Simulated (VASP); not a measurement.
# Cu (Fd-3m) in VASP: a series of runs

The runs below take Cu through single point, relaxation of cell and atoms, with r2SCAN.

Program: VASP 6.6.1. These are calculated values, not measurements. Logs are shortened: lines on timing, memory, paths and dates and some standing lists are left out, and cuts for length are marked.

## (1) The cell of the first run

It takes space group Fd-3m (No. 227, cubic). The conventional cell has a = 5.245 Å, b = 5.245 Å, c = 5.245 Å, α = 90.00°, β = 90.00°, γ = 90.00°. Cu (site symmetry -43m) has 4 Cu at 2.27 Å within 3.0 Å.

This isn't the form of Cu at room conditions, which is fcc.

## (2) Single point, r2SCAN

The input, POSCAR:

```
Cu
1.0
    0.0000000000      2.6225747058      2.6225747058
    2.6225747058      0.0000000000      2.6225747058
    2.6225747058      2.6225747058      0.0000000000
Cu
2
Direct
    0.0000000000      0.0000000000      0.0000000000
    0.2500000000      0.2500000000      0.2500000000
```

The input, INCAR.step1:

```
PREC = Accurate
ENCUT = 520
ISMEAR = 0
SIGMA = 0.05
LREAL = F
LASPH = T
NELM = 100
NBANDS = 18
GGA = PE
ALGO = Normal
EDIFF = 1E-4
LWAVE = T
LCHARG = F
```

The input, INCAR.step2:

```
PREC = Accurate
ENCUT = 520
EDIFF = 1E-6
ISMEAR = 0
SIGMA = 0.05
LREAL = F
LASPH = T
NELM = 100
ALGO = Normal
ISIF = 2
LWAVE = F
LCHARG = F
METAGGA = R2SCAN
LMIXTAU = T
NBANDS = 18
ISTART = 1
```

The input, KPOINTS:

```
Automatic mesh
0
Gamma
  8 8 8
```

Potentials or basis: VASP PAW PBE potentials, release 64 (Cu).

Started as:

```bash
cat potpaw_PBE.64/Cu/POTCAR > POTCAR
cp INCAR.step1 INCAR
mpirun -np 1 vasp_std > vasp.out
cp INCAR.step2 INCAR
mpirun -np 1 vasp_std > vasp.out
```

OUTCAR:

```text
PREC = Accurate
   ENCUT = 520
   EDIFF = 1E-6
   ISMEAR = 0
   LREAL = F
   LASPH = T
   NELM = 100
   ISIF = 2
   METAGGA = R2SCAN
   ISTART = 1

 ion  position               nearest neighbor table
   1  0.000  0.000  0.000-   2 2.27   2 2.27   2 2.27   2 2.27
   2  0.250  0.250  0.250-   1 2.27   1 2.27   1 2.27   1 2.27

  LATTYP: Found a face centered cubic cell.
 ALAT       =     5.2451494116

  Lattice vectors:

 A1 = (   0.0000000000,   2.6225747058,   2.6225747058)
 A2 = (   2.6225747058,   0.0000000000,   2.6225747058)
 A3 = (   2.6225747058,   2.6225747058,   0.0000000000)

Analysis of symmetry for initial positions (statically):
=====================================================================
 Subroutine PRICEL returns:
 Original cell was already a primitive cell.

 Routine SETGRP: Setting up the symmetry group for a
 face centered cubic supercell.

 Subroutine GETGRP returns: Found 48 space group operations
 (whereof 24 operations were pure point group operations)
 out of a pool of 48 trial point group operations.

The static configuration has the point symmetry T_d .
 The point group associated with its full space group is O_h .

Analysis of symmetry for dynamics (positions and initial velocities):
=====================================================================
 Subroutine PRICEL returns:
 Original cell was already a primitive cell.

 Routine SETGRP: Setting up the symmetry group for a
 face centered cubic supercell.

 Subroutine GETGRP returns: Found 48 space group operations
 (whereof 24 operations were pure point group operations)
 out of a pool of 48 trial point group operations.

The dynamic configuration has the point symmetry T_d .
 The point group associated with its full space group is O_h .

 Subroutine INISYM returns: Found 48 space group operations
 (whereof 24 operations are pure point group operations),
 and found     1 'primitive' translations

----------------------------------------------------------------------------------------

                                     Primitive cell

  volume of cell :      36.0756

  direct lattice vectors                    reciprocal lattice vectors
     0.000000000  2.622574706  2.622574706    -0.190652338  0.190652338  0.190652338
     2.622574706  0.000000000  2.622574706     0.190652338 -0.190652338  0.190652338
     2.622574706  2.622574706  0.000000000     0.190652338  0.190652338 -0.190652338

  length of vectors
     3.708880717  3.708880717  3.708880717     0.330219536  0.330219536  0.330219536

  position of ions in fractional coordinates (direct lattice)
     0.000000000  0.000000000  0.000000000
     0.250000000  0.250000000  0.250000000

  ion indices of the primitive-cell ions
   primitive index   ion index
                 1           1
                 2           2

----------------------------------------------------------------------------------------

 KPOINTS: Automatic mesh

Automatic generation of k-mesh.
 Grid dimensions read from file:
 generate k-points for:    8    8    8

 Generating k-lattice:

  Cartesian coordinates                     Fractional coordinates (reciprocal lattice)
    -0.023831542  0.023831542  0.023831542     0.125000000  0.000000000  0.000000000
     0.023831542 -0.023831542  0.023831542     0.000000000  0.125000000  0.000000000
     0.023831542  0.023831542 -0.023831542     0.000000000  0.000000000  0.125000000

  Length of vectors
     0.041277442  0.041277442  0.041277442

  Shift w.r.t. Gamma in fractional coordinates (k-lattice)
     0.000000000  0.000000000  0.000000000

 Subroutine IBZKPT returns following result:
 ===========================================

 Found     29 irreducible k-points:

 Following reciprocal coordinates:
            Coordinates               Weight
  0.000000  0.000000  0.000000      1.000000
  0.125000  0.000000  0.000000      8.000000
  0.250000  0.000000  0.000000      8.000000
  0.375000  0.000000  0.000000      8.000000
  0.500000  0.000000  0.000000      4.000000
  0.125000  0.125000  0.000000      6.000000
[... 16 lines left out ...]
  0.500000  0.250000  0.125000     48.000000
 -0.375000  0.250000  0.125000     24.000000
 [... further k-points ...]
   k-points           NKPTS =     29   k-points in BZ     NKDIM =     29   number of bands    NBANDS=     18
   number of dos      NEDOS =    301   number of ions     NIONS =      2
   total plane-waves  NPLWV =  21952
   dimension x,y,z NGX =    28 NGY =   28 NGZ =   28
   dimension x,y,z NGXF=    56 NGYF=   56 NGZF=   56
   ions per type =               2
   NGX,Y,Z   is equivalent  to a cutoff of  12.55, 12.55, 12.55 a.u.
   NGXF,Y,Z  is equivalent  to a cutoff of  25.10, 25.10, 25.10 a.u.
 SYSTEM =  unknown system
   PREC   = accura    normal or accurate (medium, high low for compatibility)
   ISTART =      1    job   : 0-new  1-cont  2-samecut
   ICHARG =      0    charge: 1-file 2-atom 10-const
   ISPIN  =      1    spin polarized calculation?
   LNONCOLLINEAR =      F non collinear calculations
   LSORBIT =      F    spin-orbit coupling
   LASPH  =      T    aspherical Exc in radial PAW
   ENCUT  =  520.0 eV  38.22 Ry    6.18 a.u.   6.90  6.90  6.90*2*pi/ulx,y,z
   NELM   =    100;   NELMIN=  2; NELMDL=  0     # of ELM steps
   EDIFF  = 0.1E-05   stopping-criterion for ELM
   LREAL  =      F    real-space projection
   EDIFFG = 0.1E-04   stopping-criterion for IOM
   NSW    =      0    number of steps for IOM
   IBRION =     -1    ionic relax: 0-MD 1-quasi-New 2-CG
   NFREE  =      0    steps in history (QN), initial steepest desc. (CG)
   ISIF   =      2    stress and relaxation
   ISYM   =      2    0-nonsym 1-usesym 2-fastsym
   POTIM  = 0.5000    time-step for ionic-motion
   TEBEG  =    0.0;   TEEND  =   0.0 temperature during run
   PSTRESS=    0.0 pullay stress
   NELECT =      22.0000    total number of electrons
   NUPDOWN=      -1.0000    fix difference up-down
   EMIN   =  10.00;   EMAX   =-10.00  energy-range for DOS
   EFERMI =   0.00;   METHOD = LEGACY
   ISMEAR =     0;   SIGMA  =   0.05  broadening in eV -4-tet -1-fermi 0-gaus
   EFERMI_NEDOS =   21; number of points for ismear=-14 and -15
   IALGO  =     38    algorithm
   IMIX   =      4    mixing-type and parameters
     AMIX     =   0.40;   BMIX     =  1.00
     AMIX_MAG =   1.60;   BMIX_MAG =  1.00
  volume/ion in A,a.u.               =      18.04       121.73
  Fermi-wavevector in a.u.,A,eV,Ry     =   1.388283  2.623474 26.222895  1.927328
  Thomas-Fermi vector in A             =   2.512423
   LORBIT       =      0    0 simple, 1 ext, 2 COOP (PROOUT), +10 PAW based schemes
   METAGGA = R2SCAN    functional components
   LHFCALC =     F    Hartree Fock is set to
   AEXX    =    0.0000 exact exchange contribution
   IVDW    =     0    specifies the selected vdW correction
   LEPSILON=     F    determine dielectric tensor
   LRPA    =     F    only Hartree local field effects (RPA)
 non-spin polarized calculation
 Gauss-broadening in eV      SIGMA  =   0.05
  energy-cutoff  :      520.00
  volume of cell :       36.08
 maximum number of plane-waves:       982
   NGX = 13   NGY = 13   NGZ = 13

 number of electron      22.0000022 magnetization

 Free energy of the ion-electron system (eV)
  ---------------------------------------------------
  ext. energy  EPLUGINS =         0.00000000
  ---------------------------------------------------
  free energy    TOTEN  =       -19.43608531 eV

  energy without entropy =      -19.43513424  energy(sigma->0) =      -19.43560977

 E-fermi :   3.0738     XC(G=0): -10.7669

 val. band max:        2.9213707637   @ k =  -0.3750   0.3750   0.1250
 cond. band min:       3.1025201415   @ k =   0.5000   0.1250   0.0000
 fundamental gap:      0.1811493778
 Fermi energy:         3.0738059040

 k-point     1 :       0.0000    0.0000    0.0000
  band No.  band energies     occupation
      1      -3.6003      2.00000
      2      -0.1665      2.00000
      3      -0.1664      2.00000
      4      -0.1664      2.00000
      5      -0.1612      2.00000
      6      -0.1612      2.00000
[... 10 lines left out ...]
     17      14.5276      0.00000
     18      17.1059      0.00000

 k-point     2 :       0.1250    0.0000    0.0000
  band No.  band energies     occupation
      1      -3.3371      2.00000
      2      -0.2748      2.00000
      3      -0.2747      2.00000
      4      -0.1574      2.00000
      5      -0.0110      2.00000
      6      -0.0109      2.00000
[... 10 lines left out ...]
     17      15.6567      0.00000
     18      17.5120      0.00000

 k-point     3 :       0.2500    0.0000    0.0000
  band No.  band energies     occupation
      1      -2.5864      2.00000
      2      -0.3010      2.00000
      3      -0.3010      2.00000
      4      -0.1201      2.00000
      5       0.0860      2.00000
      6       0.0861      2.00000
[... 10 lines left out ...]
     17      15.9589      0.00000
     18      16.8998      0.00000

 k-point     4 :       0.3750    0.0000    0.0000
  band No.  band energies     occupation
      1      -1.5582      2.00000
      2      -0.2412      2.00000
      3      -0.2412      2.00000
      4      -0.0750      2.00000
      5       0.0459      2.00000
      6       0.0460      2.00000
[... 375 lines left out ...]
      4      -0.1123      2.00000
      5       0.0856      2.00000
      6       0.3142      2.00000
[... 10 lines left out ...]
     17      17.2908      0.00000
     18      19.3935      0.00000

 k-point    23 :       0.5000    0.2500    0.1250
  band No.  band energies     occupation
      1      -1.0329      2.00000
      2      -0.4447      2.00000
      3      -0.2468      2.00000
      4      -0.0497      2.00000
      5       0.0925      2.00000
      6       0.3310      2.00000
[... 10 lines left out ...]
     17      17.3260      0.00000
     18      19.6822      0.00000

 k-point    24 :      -0.3750    0.2500    0.1250
  band No.  band energies     occupation
      1      -0.5851      2.00000
      2      -0.4362      2.00000
      3      -0.2948      2.00000
      4      -0.0514      2.00000
      5       0.1422      2.00000
      6       0.2714      2.00000
[... 10 lines left out ...]
     17      19.7123      0.00000
     18      19.8934      0.00000

 [... further k-points ...]

------------------------ aborting loop because EDIFF is reached ----------------------------------------

  FORCE on cell =-STRESS in cart. coord.  units (eV):
  Direction    XX          YY          ZZ          XY          YZ          ZX
  --------------------------------------------------------------------------------------
  -------------------------------------------------------------------------------------
  Total        0.0768497      0.0768497      0.0768497      0.0000000      0.0000000      0.0000000
  in kB        3.4130204      3.4130204      3.4130204      0.0000000      0.0000000      0.0000000
  external PRESSURE =       3.4130204 kB  Pullay stress =       0.0000000 kB

 VOLUME and BASIS-vectors are now :
 -----------------------------------------------------------------------------
  energy-cutoff  :      520.00
  volume of cell :       36.08
      direct lattice vectors                 reciprocal lattice vectors
     0.000000000  2.622574706  2.622574706    -0.190652338  0.190652338  0.190652338
     2.622574706  0.000000000  2.622574706     0.190652338 -0.190652338  0.190652338
     2.622574706  2.622574706  0.000000000     0.190652338  0.190652338 -0.190652338

 POSITION                                       TOTAL-FORCE (eV/Angst)
 -----------------------------------------------------------------------------------
      0.00000      0.00000      0.00000         0.000000      0.000000      0.000000
      1.31129      1.31129      1.31129         0.000000     -0.000000     -0.000000
 -----------------------------------------------------------------------------------
    total drift:                                0.000000      0.000000      0.000000

  FREE ENERGIE OF THE ION-ELECTRON SYSTEM (eV)
  ---------------------------------------------------
  free  energy   TOTEN  =       -19.4360853125 eV

  energy  without entropy=      -19.4351342353  energy(sigma->0) =      -19.43560977
```

Wall time 42 s (1 thread of Intel Xeon 6975P-C (Granite Rapids), shared host); peak memory 0.16 GiB.

What came out:

| Item | Value |
| --- | --- |
| Free energy | -19.4361 eV |
| Pressure | 0.3 GPa |
| Band gap on the k mesh | zero (bands 11 and 12 overlap by 1.10 eV) |

Caveat: the PAW data sets were made with another functional, which shifts forces and pressure a little.

(Part 1 of 2 ends here.)

The gap in the log of VASP goes by the Fermi energy; the results here count the filled bands.